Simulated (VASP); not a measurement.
# N in VASP: notebook

The runs below take N through relaxation of the atoms, single point, with r2SCAN+D3(BJ).

All numbers are computed with VASP 6.6.1; they aren't measurements. Logs are shortened: lines on timing, memory, paths and dates and some standing lists are left out, and cuts for length are marked.

## 1. The cell of the first run

The cell holds a disordered packing, 12 atoms: a = 7.677 Å, b = 7.677 Å, c = 7.677 Å, α = 90.00°, β = 90.00°, γ = 90.00°.

## 2. Relaxation of the atoms, r2SCAN+D3(BJ)

POSCAR reads:

```
N
1.0
    7.6766930000      0.0000000000      0.0000000000
    0.0000000000      7.6766930000      0.0000000000
    0.0000000000      0.0000000000      7.6766930000
N
12
Direct
    0.9017056000      0.7393365000      0.1011575000
    0.8962866000      0.6100184000      0.1712588000
    0.1956465000      0.6673695000      0.7647149000
    0.3247191000      0.6066522000      0.8010521000
    0.8736429000      0.7925192000      0.4634749000
    0.8073242000      0.8991345000      0.3866523000
    0.6217024000      0.1550650000      0.1265036000
    0.7305106000      0.1634742000      0.2252801000
    0.6658730000      0.1536545000      0.7867411000
    0.6228598000      0.1220103000      0.6495725000
    0.2903269000      0.1687462000      0.4231914000
    0.3665739000      0.2336756000      0.3153151000
```

INCAR.step1 reads:

```
PREC = Accurate ; ENCUT = 520
ISMEAR = -1 ; SIGMA = 0.05
LREAL = False ; LASPH = True
NELM = 80 ; GGA = PE
ALGO = Normal ; EDIFF = 1E-4
LWAVE = True ; LCHARG = False
```

INCAR.step2 reads:

```
PREC = Accurate ; ENCUT = 520
EDIFF = 1E-7 ; ISMEAR = -1
SIGMA = 0.05 ; LREAL = False
LASPH = True ; NELM = 80
ALGO = Normal ; ISIF = 2
LWAVE = False ; LCHARG = False
METAGGA = R2SCAN ; LMIXTAU = True
IVDW = 12 ; VDW_S6 = 1.0
VDW_S8 = 0.78981345 ; VDW_A1 = 0.49484001
VDW_A2 = 5.73083694 ; IBRION = 2
NSW = 35 ; EDIFFG = -0.3
ISTART = 1
```

KPOINTS reads:

```
Automatic mesh
0
Gamma
  1 1 1
```

Potentials or basis: VASP PAW PBE potentials, release 64 (N).

Started as:

```sh
cat potpaw_PBE.64/N/POTCAR > POTCAR
cp INCAR.step1 INCAR
mpirun -np 1 vasp_gam > vasp.out
cp INCAR.step2 INCAR
mpirun -np 1 vasp_gam > vasp.out
```

OUTCAR:

```text
PREC = Accurate
   ENCUT = 520
   EDIFF = 1E-7
   ISMEAR = -1
   LREAL = False
   LASPH = True
   NELM = 80
   ISIF = 2
   METAGGA = R2SCAN
   IVDW = 12
   IBRION = 2
   NSW = 35
   EDIFFG = -0.3
   ISTART = 1
 IVDW          = 12

 ion  position               nearest neighbor table
   1  0.902  0.739  0.101-   2 1.13
   2  0.896  0.610  0.171-   1 1.13
   3  0.196  0.667  0.765-   4 1.13
   4  0.325  0.607  0.801-   3 1.13
   5  0.874  0.793  0.463-   6 1.13
   6  0.807  0.899  0.387-   5 1.13
   7  0.622  0.155  0.127-   8 1.13
   8  0.731  0.163  0.225-   7 1.13
   9  0.666  0.154  0.787-  10 1.13
  10  0.623  0.122  0.650-   9 1.13
  11  0.290  0.169  0.423-  12 1.13
  12  0.367  0.234  0.315-  11 1.13

  LATTYP: Found a simple cubic cell.
 ALAT       =     7.6766930000

  Lattice vectors:

 A1 = (   7.6766930000,   0.0000000000,   0.0000000000)
 A2 = (   0.0000000000,   7.6766930000,   0.0000000000)
 A3 = (   0.0000000000,   0.0000000000,   7.6766930000)

Analysis of symmetry for initial positions (statically):
=====================================================================
 Subroutine PRICEL returns:
 Original cell was already a primitive cell.

 Routine SETGRP: Setting up the symmetry group for a
 simple cubic supercell.

 Subroutine GETGRP returns: Found  1 space group operations
 (whereof  1 operations were pure point group operations)
 out of a pool of 48 trial point group operations.

The static configuration has the point symmetry C_1 .

Analysis of symmetry for dynamics (positions and initial velocities):
=====================================================================
 Subroutine PRICEL returns:
 Original cell was already a primitive cell.

 Routine SETGRP: Setting up the symmetry group for a
 simple cubic supercell.

 Subroutine GETGRP returns: Found  1 space group operations
 (whereof  1 operations were pure point group operations)
 out of a pool of 48 trial point group operations.

The dynamic configuration has the point symmetry C_1 .

 Subroutine INISYM returns: Found  1 space group operations
 (whereof  1 operations are pure point group operations),
 and found     1 'primitive' translations

----------------------------------------------------------------------------------------

                                     Primitive cell

  volume of cell :     452.3999

[... 72 lines left out ...]
   NGX,Y,Z   is equivalent  to a cutoff of  12.99, 12.99, 12.99 a.u.
   NGXF,Y,Z  is equivalent  to a cutoff of  25.99, 25.99, 25.99 a.u.
 SYSTEM =  unknown system
   PREC   = accura    normal or accurate (medium, high low for compatibility)
   ISTART =      1    job   : 0-new  1-cont  2-samecut
   ICHARG =      0    charge: 1-file 2-atom 10-const
   ISPIN  =      1    spin polarized calculation?
   LNONCOLLINEAR =      F non collinear calculations
   LSORBIT =      F    spin-orbit coupling
   LASPH  =      T    aspherical Exc in radial PAW
   ENCUT  =  520.0 eV  38.22 Ry    6.18 a.u.  14.27 14.27 14.27*2*pi/ulx,y,z
   NELM   =     80;   NELMIN=  2; NELMDL=  0     # of ELM steps
   EDIFF  = 0.1E-06   stopping-criterion for ELM
   LREAL  =      F    real-space projection
   EDIFFG = -.3E+00   stopping-criterion for IOM
   NSW    =     35    number of steps for IOM
   IBRION =      2    ionic relax: 0-MD 1-quasi-New 2-CG
   NFREE  =      1    steps in history (QN), initial steepest desc. (CG)
   ISIF   =      2    stress and relaxation
   ISYM   =      2    0-nonsym 1-usesym 2-fastsym
   POTIM  = 0.5000    time-step for ionic-motion
   TEBEG  =    0.0;   TEEND  =   0.0 temperature during run
   PSTRESS=    0.0 pullay stress
   NELECT =      60.0000    total number of electrons
   NUPDOWN=      -1.0000    fix difference up-down
   EMIN   =  10.00;   EMAX   =-10.00  energy-range for DOS
   EFERMI =   0.00;   METHOD = LEGACY
   ISMEAR =    -1;   SIGMA  =   0.05  broadening in eV -4-tet -1-fermi 0-gaus
   EFERMI_NEDOS =   21; number of points for ismear=-14 and -15
   IALGO  =     38    algorithm
   IMIX   =      4    mixing-type and parameters
     AMIX     =   0.40;   BMIX     =  1.00
     AMIX_MAG =   1.60;   BMIX_MAG =  1.00
  volume/ion in A,a.u.               =      37.70       254.41
  Fermi-wavevector in a.u.,A,eV,Ry     =   0.834868  1.577671  9.483320  0.697004
  Thomas-Fermi vector in A             =   1.948331
   LORBIT       =      0    0 simple, 1 ext, 2 COOP (PROOUT), +10 PAW based schemes
   METAGGA = R2SCAN    functional components
   LHFCALC =     F    Hartree Fock is set to
   AEXX    =    0.0000 exact exchange contribution
   IVDW    =    12    specifies the selected vdW correction
   LEPSILON=     F    determine dielectric tensor
   LRPA    =     F    only Hartree local field effects (RPA)
 conjugate gradient relaxation of ions
 non-spin polarized calculation
  energy-cutoff  :      520.00
  volume of cell :      452.40
 maximum number of plane-waves:      6075
 NGX is ok and might be reduce to    60
   NGX = 29   NGY = 29   NGZ = 29

--------------------------------------- Ionic step        1  -------------------------------------------

 number of electron      60.0000002 magnetization

 Free energy of the ion-electron system (eV)
  ---------------------------------------------------
  ext. energy  EPLUGINS =         0.00000000
  ---------------------------------------------------
  free energy    TOTEN  =      -108.19714655 eV

  energy without entropy =     -108.19714655  energy(sigma->0) =     -108.19714655

------------------------ aborting loop because EDIFF is reached ----------------------------------------

 Edisp (eV)   -0.19393

 E8    (eV) :    -0.0336
[... 135 lines left out ...]
  FREE ENERGIE OF THE ION-ELECTRON SYSTEM (eV)
  ---------------------------------------------------
  free  energy   TOTEN  =      -108.5268485723 eV

  energy  without entropy=     -108.5268485722  energy(sigma->0) =     -108.52684857

[... ionic steps 4 to 21 ...]

--------------------------------------- Ionic step       22  -------------------------------------------

 number of electron      60.0000002 magnetization

------------------------ aborting loop because EDIFF is reached ----------------------------------------
[... 95 lines left out ...]
--------------------------------------- Ionic step       24  -------------------------------------------

 number of electron      60.0000002 magnetization

 Free energy of the ion-electron system (eV)
  ---------------------------------------------------
  ext. energy  EPLUGINS =         0.00000000
  ---------------------------------------------------
  free energy    TOTEN  =      -109.13430891 eV

  energy without entropy =     -109.13430891  energy(sigma->0) =     -109.13430891

 E-fermi :  -6.9967     XC(G=0):  -4.2949

 val. band max:       -8.1890698107   @ k =   0.0000   0.0000   0.0000
 cond. band min:      -0.3051536398   @ k =   0.0000   0.0000   0.0000
 fundamental gap:      7.8839161709
 Fermi energy:        -6.9967261477

 k-point     1 :       0.0000    0.0000    0.0000
  band No.  band energies     occupation
      1     -27.6876      2.00000
      2     -27.6478      2.00000
      3     -27.6247      2.00000
      4     -27.6085      2.00000
      5     -27.5912      2.00000
      6     -27.4229      2.00000
[... 72 lines left out ...]
  FREE ENERGIE OF THE ION-ELECTRON SYSTEM (eV)
  ---------------------------------------------------
  free  energy   TOTEN  =      -109.3289289066 eV

  energy  without entropy=     -109.3289289065  energy(sigma->0) =     -109.32892891

 reached required accuracy - stopping structural energy minimisation
```

OUTCAR.step1:

```text
PREC = Accurate
   ENCUT = 520
   ISMEAR = -1
   LREAL = False
   LASPH = True
   NELM = 80
[... 273 lines left out ...]
      4.78150      0.93664      4.98657         0.638471      0.525196      2.238989
      2.22875      1.29541      3.24871         1.164463      0.969429     -1.710685
      2.81408      1.79386      2.42058        -1.846545     -0.766160      2.000060
 -----------------------------------------------------------------------------------
    total drift:                                0.010098     -0.003106      0.002801

  FREE ENERGIE OF THE ION-ELECTRON SYSTEM (eV)
  ---------------------------------------------------
  free  energy   TOTEN  =       -98.9036842780 eV

  energy  without entropy=      -98.9036842780  energy(sigma->0) =      -98.90368428
```

OSZICAR.step1:

```text
N       E                     dE             d eps       ncg     rms          rms(c)
DAV:   1     0.610886323251E+03    0.61089E+03   -0.27806E+04    74   0.135E+03
DAV:   2    -0.155499894806E+02   -0.62644E+03   -0.61903E+03   103   0.313E+02
DAV:   3    -0.101803171349E+03   -0.86253E+02   -0.86059E+02    92   0.137E+02
DAV:   4    -0.103273605231E+03   -0.14704E+01   -0.14615E+01   100   0.223E+01
DAV:   5    -0.103332750254E+03   -0.59145E-01   -0.59117E-01   119   0.339E+00    0.186E+01
DAV:   6    -0.998263382708E+02    0.35064E+01   -0.49298E+00    92   0.110E+01    0.107E+01
DAV:   7    -0.989310364846E+02    0.89530E+00   -0.37674E+00   100   0.979E+00    0.269E+00
DAV:   8    -0.989049787657E+02    0.26058E-01   -0.33441E-01   100   0.320E+00    0.460E-01
DAV:   9    -0.989035052039E+02    0.14736E-02   -0.13595E-02   100   0.628E-01    0.232E-01
DAV:  10    -0.989036826376E+02   -0.17743E-03   -0.92648E-04   100   0.218E-01    0.742E-02
DAV:  11    -0.989036842780E+02   -0.16404E-05   -0.27861E-04    76   0.143E-01
   1 F= -.98903684E+02 E0= -.98903684E+02  d E =-.915638E-10
```

Wall time 30 min (1 thread of Intel Xeon 6975P-C (Granite Rapids), shared host); peak memory 0.58 GiB.

What came out:

```
Free energy                  : -109.3289 eV
Pressure after relaxing      : 0.2 GPa
Largest force after relaxing : 0.253 eV/Å
Dispersion energy per atom   : -0.016 eV
```

Forces in eV/Å, atoms in the order of the input:
```
N   -0.021  0.015 -0.037
N    0.036  0.012 -0.053
N    0.050 -0.008  0.019
N    0.032 -0.016 -0.006
N    0.076 -0.095  0.100
N   -0.027 -0.030 -0.109
N   -0.159 -0.151 -0.015
N    0.188  0.088  0.145
N    0.122  0.076 -0.060
N   -0.109  0.063  0.006
N   -0.114 -0.073  0.034
N   -0.074  0.119 -0.025
```

Final structure:
```xyz
12
Lattice="7.6767 0.0000 0.0000 0.0000 7.6767 0.0000 0.0000 0.0000 7.6767" Properties=species:S:1:pos:R:3 pbc="T T T"
N     6.9913    5.5143    0.5162
N     6.9127    4.5430    1.0410
N     1.5197    5.1180    5.8804
N     2.4919    4.6583    6.1428
N     6.7919    6.1093    3.9257
N     6.1188    6.7501    3.3262
N     4.8846    1.0743    1.0089
N     5.6698    1.6579    1.5229
N     5.2296    1.2181    5.8879
N     4.7273    0.9321    4.9447
N     2.1727    1.2294    3.2928
N     2.5079    1.9710    2.5437
```

Levels at points of the mesh, in eV from the Fermi level:
| k point | band 26 | band 27 | band 28 | band 29 | band 30 | band 31 | band 32 | band 33 | band 34 | band 35 |
| --- | --- | --- | --- | --- | --- | --- | --- | --- | --- | --- |
| (0.00, 0.00, 0.00) | -1.68 | -1.56 | -1.49 | -1.31 | -1.19 | 6.69 | 6.92 | 7.02 | 7.05 | 7.14 |

Caveat: the k points lie up to 0.82 Å⁻¹ apart, too coarse for converged energies, forces and pressures; the standard files for N, O and F lose accuracy on very short bonds; the PAW data sets were made with another functional, which shifts forces and pressure a little; the relaxation stopped at a loose force limit of 0.3 eV/Å, so its end isn't a converged minimum.

[end of part 1 of 2]
